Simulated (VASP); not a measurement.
A run of VASP 6.6.1 is set up as follows.

Contents of INCAR:

```
  PREC = Accurate
  ENCUT = 520
  EDIFF = 1E-7
  ISMEAR = -1
  SIGMA = 0.05
  LREAL = F
  LASPH = T
  NELM = 100
  ALGO = Normal
  ISIF = 2
  LWAVE = F
  LCHARG = T
  GGA = PS
  LELF = T
  LVHAR = T
  NBANDS = 10
```

Contents of KPOINTS:

```
Automatic mesh
0
Gamma
  9 9 9
```

Contents of POSCAR:

```
I
1.0
    0.0451600000      2.3495470000      3.8969690000
    2.2228140000      0.0462370000      3.8943150000
    2.2662770000      2.3854380000      0.0036060000
I
1
Direct
    0.0008870000      0.0058510000      0.0011680000
```

Potentials or basis: VASP PAW PBE potentials, release 64 (I).

Run with:

```console
$ cat potpaw_PBE.64/I/POTCAR > POTCAR
$ mpirun -np 1 vasp_std > vasp.out
```

**Question.** What does it give for the pressure?

**Answer.** -1.4 GPa.

Stress tensor (GPa, compression positive):
```
-1.70  1.44  0.00
 1.44 -2.18 -0.01
 0.00 -0.01 -0.38
```

Caveat: the cell differs from its parent crystal (the cell strained at random); the PAW data sets were made with another functional, which shifts forces and pressure a little; an odd number of electrons without spin polarisation forces a metal; a magnetic or distorted state may lie lower.
